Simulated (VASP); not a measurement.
# Ta6N5 (a cell with a defect) in VASP: relaxation of the atoms with PBE

Aim: the relaxation of the atoms of Ta6N5 (a cell with a defect) with PBE.

All numbers are computed with VASP 6.6.1; they aren't measurements. Logs are shortened: lines on timing, memory, paths and dates and some standing lists are left out, and cuts for length are marked.

## Step 1: The cell of the first run

The cell holds a defect, 11 atoms: a = 5.110 Å, b = 5.110 Å, c = 5.796 Å, α = 90.00°, β = 90.00°, γ = 120.00°.

## Step 2: Relaxation of the atoms, PBE (atoms taken out)

The input, INCAR:

```
PREC = Accurate ; ENCUT = 520
EDIFF = 1E-6 ; ISMEAR = 0
SIGMA = 0.1 ; LREAL = F
LASPH = T ; NELM = 60
ALGO = Fast ; ISIF = 2
LWAVE = F ; LCHARG = F
GGA = PE ; IBRION = 2
NSW = 65 ; EDIFFG = -0.025
```

The input, KPOINTS:

```
regular mesh
0
Gamma
  6 6 5
```

The input, POSCAR:

```
Ta6N5
1.0
    4.4252770195     -2.5549348784      0.0000000000
    0.0000000000      5.1098697569      0.0000000000
    0.0000000000      0.0000000000      5.7955432028
Ta N
6 5
Direct
    0.0000000000      0.3333333333      0.2500000000
    0.0000000000      0.3333333333      0.7500000000
    0.6666666667      0.6666666667      0.2500000000
    0.6666666667      0.6666666667      0.7500000000
    0.3333333333      0.0000000000      0.2500000000
    0.3333333333      0.0000000000      0.7500000000
    0.6666666667      0.3333333333      0.5000000000
    0.3333333333      0.6666666667      0.0000000000
    0.3333333333      0.6666666667      0.5000000000
    0.0000000000      0.0000000000      0.0000000000
    0.0000000000      0.0000000000      0.5000000000
```

Potentials or basis: VASP PAW PBE potentials, release 64 (Ta_pv, N).

Run with:

```bash
$ cat potpaw_PBE.64/Ta_pv/POTCAR potpaw_PBE.64/N/POTCAR > POTCAR
$ mpirun -np 1 vasp_std > vasp.out
```

OUTCAR:

```text
PREC = Accurate
   ENCUT = 520
   EDIFF = 1E-6
   ISMEAR = 0
   LREAL = F
   LASPH = T
   NELM = 60
   ISIF = 2
   GGA = PE
   IBRION = 2
   NSW = 65
   EDIFFG = -0.025

 ion  position               nearest neighbor table
   1  0.000  0.333  0.250-   7 2.24  10 2.24  11 2.24   8 2.24   9 2.24   2 2.90   2 2.90   5 2.95
                             3 2.95   3 2.95   3 2.95   5 2.95   5 2.95
   2  0.000  0.333  0.750-   7 2.24  10 2.24  11 2.24   8 2.24   9 2.24   1 2.90   1 2.90   6 2.95
                             4 2.95   4 2.95   4 2.95   6 2.95   6 2.95
   3  0.667  0.667  0.250-  10 2.24  11 2.24   8 2.24   9 2.24   7 2.24   4 2.90   4 2.90   5 2.95
                             1 2.95   1 2.95   5 2.95   1 2.95   5 2.95
   4  0.667  0.667  0.750-  10 2.24  11 2.24   8 2.24   9 2.24   7 2.24   3 2.90   3 2.90   6 2.95
                             2 2.95   2 2.95   6 2.95   2 2.95   6 2.95
   5  0.333  0.000  0.250-  10 2.24  11 2.24   8 2.24   9 2.24   7 2.24   6 2.90   6 2.90   1 2.95
                             3 2.95   3 2.95   1 2.95   1 2.95   3 2.95
   6  0.333  0.000  0.750-  10 2.24  11 2.24   8 2.24   9 2.24   7 2.24   5 2.90   5 2.90   2 2.95
                             4 2.95   4 2.95   2 2.95   2 2.95   4 2.95
   7  0.667  0.333  0.500-   1 2.24   2 2.24   5 2.24   6 2.24   3 2.24   4 2.24
   8  0.333  0.667  0.000-   5 2.24   6 2.24   1 2.24   2 2.24   3 2.24   4 2.24
   9  0.333  0.667  0.500-   5 2.24   6 2.24   1 2.24   2 2.24   3 2.24   4 2.24
  10  0.000  0.000  0.000-   5 2.24   6 2.24   1 2.24   2 2.24   3 2.24   4 2.24
  11  0.000  0.000  0.500-   5 2.24   6 2.24   1 2.24   2 2.24   3 2.24   4 2.24

  LATTYP: Found a hexagonal cell.
 ALAT       =     5.1098697569
 C/A-ratio  =     1.1341860906

  Lattice vectors:

 A1 = (   4.4252770195,  -2.5549348784,   0.0000000000)
 A2 = (   0.0000000000,   5.1098697569,   0.0000000000)
 A3 = (   0.0000000000,   0.0000000000,   5.7955432028)

Analysis of symmetry for initial positions (statically):
=====================================================================
 Subroutine PRICEL returns:
 Original cell was already a primitive cell.

 Routine SETGRP: Setting up the symmetry group for a
 hexagonal supercell.

 Subroutine GETGRP returns: Found 12 space group operations
 (whereof  6 operations were pure point group operations)
 out of a pool of 24 trial point group operations.

The static configuration has the point symmetry C_3h.
 The point group associated with its full space group is D_3h.

Analysis of symmetry for dynamics (positions and initial velocities):
=====================================================================
 Subroutine PRICEL returns:
 Original cell was already a primitive cell.

 Routine SETGRP: Setting up the symmetry group for a
 hexagonal supercell.

 Subroutine GETGRP returns: Found 12 space group operations
 (whereof  6 operations were pure point group operations)
 out of a pool of 24 trial point group operations.

The dynamic configuration has the point symmetry C_3h.
 The point group associated with its full space group is D_3h.

 Subroutine INISYM returns: Found 12 space group operations
 (whereof  6 operations are pure point group operations),
 and found     1 'primitive' translations

----------------------------------------------------------------------------------------

                                     Primitive cell

  volume of cell :     131.0522

  direct lattice vectors                    reciprocal lattice vectors
     4.425277020 -2.554934878  0.000000000     0.225974554  0.000000000  0.000000000
     0.000000000  5.109869757  0.000000000     0.112987277  0.195699704  0.000000000
     0.000000000  0.000000000  5.795543203     0.000000000  0.000000000  0.172546380

  length of vectors
     5.109869757  5.109869757  5.795543203     0.225974554  0.225974554  0.172546380

  position of ions in fractional coordinates (direct lattice)
     0.000000000  0.333333333  0.250000000
     0.000000000  0.333333333  0.750000000
     0.666666667  0.666666667  0.250000000
     0.666666667  0.666666667  0.750000000
     0.333333333  0.000000000  0.250000000
     0.333333333  0.000000000  0.750000000
     0.666666667  0.333333333  0.500000000
     0.333333333  0.666666667  0.000000000
     0.333333333  0.666666667  0.500000000
     0.000000000  0.000000000  0.000000000
     0.000000000  0.000000000  0.500000000

  ion indices of the primitive-cell ions
   primitive index   ion index
                 1           1
                 2           2
                 3           3
                 4           4
                 5           5
                 6           6
                 7           7
                 8           8
                 9           9
                10          10
                11          11

----------------------------------------------------------------------------------------

 KPOINTS: regular mesh

Automatic generation of k-mesh.
 Grid dimensions read from file:
 generate k-points for:    6    6    5

 Generating k-lattice:

  Cartesian coordinates                     Fractional coordinates (reciprocal lattice)
     0.037662426  0.000000000  0.000000000     0.166666667  0.000000000  0.000000000
     0.018831213  0.032616617  0.000000000     0.000000000  0.166666667  0.000000000
     0.000000000  0.000000000  0.034509276     0.000000000  0.000000000  0.200000000

  Length of vectors
     0.037662426  0.037662426  0.034509276

  Shift w.r.t. Gamma in fractional coordinates (k-lattice)
     0.000000000  0.000000000  0.000000000

 Subroutine IBZKPT returns following result:
 ===========================================

 Found     21 irreducible k-points:

 Following reciprocal coordinates:
            Coordinates               Weight
  0.000000  0.000000  0.000000      1.000000
  0.166667  0.000000  0.000000      6.000000
  0.333333  0.000000  0.000000      6.000000
  0.500000  0.000000  0.000000      3.000000
  0.166667  0.166667  0.000000      6.000000
  0.333333  0.166667  0.000000     12.000000
[... 13 lines left out ...]
  0.333333  0.166667  0.400000     24.000000
  0.333333  0.333333  0.400000      4.000000
   k-points           NKPTS =     21   k-points in BZ     NKDIM =     21   number of bands    NBANDS=     54
   number of dos      NEDOS =    301   number of ions     NIONS =     11
   total plane-waves  NPLWV =  76800
   dimension x,y,z NGX =    40 NGY =   40 NGZ =   48
   dimension x,y,z NGXF=    80 NGYF=   80 NGZF=   96
   ions per type =               6   5
   NGX,Y,Z   is equivalent  to a cutoff of  13.01, 13.01, 13.77 a.u.
   NGXF,Y,Z  is equivalent  to a cutoff of  26.03, 26.03, 27.54 a.u.
 SYSTEM =  unknown system
   PREC   = accura    normal or accurate (medium, high low for compatibility)
   ISTART =      0    job   : 0-new  1-cont  2-samecut
   ICHARG =      2    charge: 1-file 2-atom 10-const
   ISPIN  =      1    spin polarized calculation?
   LNONCOLLINEAR =      F non collinear calculations
   LSORBIT =      F    spin-orbit coupling
   LASPH  =      T    aspherical Exc in radial PAW
   ENCUT  =  520.0 eV  38.22 Ry    6.18 a.u.   9.50  9.50 10.78*2*pi/ulx,y,z
   NELM   =     60;   NELMIN=  2; NELMDL= -5     # of ELM steps
   EDIFF  = 0.1E-05   stopping-criterion for ELM
   LREAL  =      F    real-space projection
   EDIFFG = -.3E-01   stopping-criterion for IOM
   NSW    =     65    number of steps for IOM
   IBRION =      2    ionic relax: 0-MD 1-quasi-New 2-CG
   NFREE  =      1    steps in history (QN), initial steepest desc. (CG)
   ISIF   =      2    stress and relaxation
   ISYM   =      2    0-nonsym 1-usesym 2-fastsym
   POTIM  = 0.5000    time-step for ionic-motion
   TEBEG  =    0.0;   TEEND  =   0.0 temperature during run
   PSTRESS=    0.0 pullay stress
   NELECT =      91.0000    total number of electrons
   NUPDOWN=      -1.0000    fix difference up-down
   EMIN   =  10.00;   EMAX   =-10.00  energy-range for DOS
   EFERMI =   0.00;   METHOD = LEGACY
   ISMEAR =     0;   SIGMA  =   0.10  broadening in eV -4-tet -1-fermi 0-gaus
   EFERMI_NEDOS =   21; number of points for ismear=-14 and -15
   IALGO  =     68    algorithm
   IMIX   =      4    mixing-type and parameters
     AMIX     =   0.40;   BMIX     =  1.00
     AMIX_MAG =   1.60;   BMIX_MAG =  1.00
  volume/ion in A,a.u.               =      11.91        80.40
  Fermi-wavevector in a.u.,A,eV,Ry     =   1.449686  2.739508 28.593844  2.101588
  Thomas-Fermi vector in A             =   2.567384
   LORBIT       =      0    0 simple, 1 ext, 2 COOP (PROOUT), +10 PAW based schemes
   GGA     = PE    functional components
   LHFCALC =     F    Hartree Fock is set to
   AEXX    =    0.0000 exact exchange contribution
   IVDW    =     0    specifies the selected vdW correction
   LEPSILON=     F    determine dielectric tensor
   LRPA    =     F    only Hartree local field effects (RPA)
 conjugate gradient relaxation of ions
 non-spin polarized calculation
 RMM-DIIS sequential band-by-band and
 Gauss-broadening in eV      SIGMA  =   0.10
  energy-cutoff  :      520.00
  volume of cell :      131.05
 maximum number of plane-waves:      3573
 NGX is ok and might be reduce to    40
   NGX = 19   NGY = 19   NGZ = 21

--------------------------------------- Ionic step        1  -------------------------------------------

 number of electron      90.9999999 magnetization

 Free energy of the ion-electron system (eV)
  ---------------------------------------------------
  ext. energy  EPLUGINS =         0.00000000
  ---------------------------------------------------
  free energy    TOTEN  =      -121.84113845 eV

  energy without entropy =     -121.81985698  energy(sigma->0) =     -121.83049771

------------------------ aborting loop because EDIFF is reached ----------------------------------------

  FORCE on cell =-STRESS in cart. coord.  units (eV):
  Direction    XX          YY          ZZ          XY          YZ          ZX
  --------------------------------------------------------------------------------------
  -------------------------------------------------------------------------------------
  Total       -1.5320851     -1.5320851      2.1915965     -0.0000000      0.0000000      0.0000000
  in kB      -18.7304848    -18.7304848     26.7933330     -0.0000000      0.0000000      0.0000000
  external PRESSURE =      -3.5558789 kB  Pullay stress =       0.0000000 kB
[... 165 lines left out ...]
  energy  without entropy=     -121.8454746825  energy(sigma->0) =     -121.85564996

--------------------------------------- Ionic step        5  -------------------------------------------

 number of electron      90.9999994 magnetization

 Free energy of the ion-electron system (eV)
  ---------------------------------------------------
  ext. energy  EPLUGINS =         0.00000000
  ---------------------------------------------------
  free energy    TOTEN  =      -121.86605742 eV

  energy without entropy =     -121.84578777  energy(sigma->0) =     -121.85592259

 E-fermi :   7.7301     XC(G=0): -12.9884

 val. band max:        7.7041973532   @ k =   0.0000   0.0000   0.2000
 cond. band min:       7.8098442931   @ k =   0.3333   0.1667   0.4000
 fundamental gap:      0.1056469399
 Fermi energy:         7.7300706909

 k-point     1 :       0.0000    0.0000    0.0000
  band No.  band energies     occupation
      1     -28.0728      2.00000
      2     -27.8065      2.00000
      3     -27.8065      2.00000
      4     -27.7733      2.00000
      5     -27.6202      2.00000
      6     -27.6115      2.00000
[... 1224 lines left out ...]
  FREE ENERGIE OF THE ION-ELECTRON SYSTEM (eV)
  ---------------------------------------------------
  free  energy   TOTEN  =      -121.8660574173 eV

  energy  without entropy=     -121.8457877723  energy(sigma->0) =     -121.85592259

 reached required accuracy - stopping structural energy minimisation
```

It took 18 min on 1 thread of Oxide Virtual Turin-like, shared host; peak memory 0.3 GiB.

Results:

| Item | Value |
| --- | --- |
| Free energy | -121.8661 eV |
| Energy gained by relaxing | 2.3 meV/atom |
| Ionic steps | 5 |
| Pressure after relaxing | 0.1 GPa |
| Band gap on the k mesh | zero (an odd number of electrons rules out a gap without spin polarisation) |

Stress tensor (GPa, compression positive):
```
-1.32  0.00  0.00
 0.00 -1.32  0.00
 0.00  0.00  2.90
```

Step by step:
| step | energy change (eV) | largest force (eV/Å) | pressure (GPa) |
| --- | --- | --- | --- |
| 1 | 0.0000 | 0.5096 | -0.36 |
| 2 | -0.0174 | 0.3012 | 0.29 |
| 3 | -0.0245 | 0.0749 | 0.02 |
| 4 | -0.0247 | 0.0555 | 0.14 |
| 5 | -0.0249 | 0.0009 | 0.09 |

Final structure:
```
Ta N
1.0
     4.42528   -2.55493    0.00000
     0.00000    5.10987    0.00000
     0.00000    0.00000    5.79554
Ta N
6 5
Direct
  0.00316 0.33333 0.24953
  0.00316 0.33333 0.75047
  0.66667 0.66983 0.24953
  0.66667 0.66983 0.75047
  0.33017 0.99684 0.24953
  0.33017 0.99684 0.75047
  0.66667 0.33333 0.50000
  0.33333 0.66667 0.00000
  0.33333 0.66667 0.50000
  0.00000 0.00000 0.00000
  0.00000 0.00000 0.50000
```

Levels at points of the mesh, in eV from the Fermi level:
```tsv
k point	band 43	band 44	band 45	band 46	band 47	band 48	band 49	band 50
(0.00, 0.00, 0.00)	-0.45	-0.45	-0.11	-0.11	0.52	0.85	0.85	1.09
(0.50, 0.00, 0.00)	-1.92	-1.80	-1.07	-0.15	0.50	1.07	2.00	2.54
```

Caveat: the cell differs from its parent crystal (atoms taken out); spin-orbit coupling is left out, which moves the levels of the heavy elements.

The gap in the log of VASP goes by the Fermi energy; the results here count the filled bands.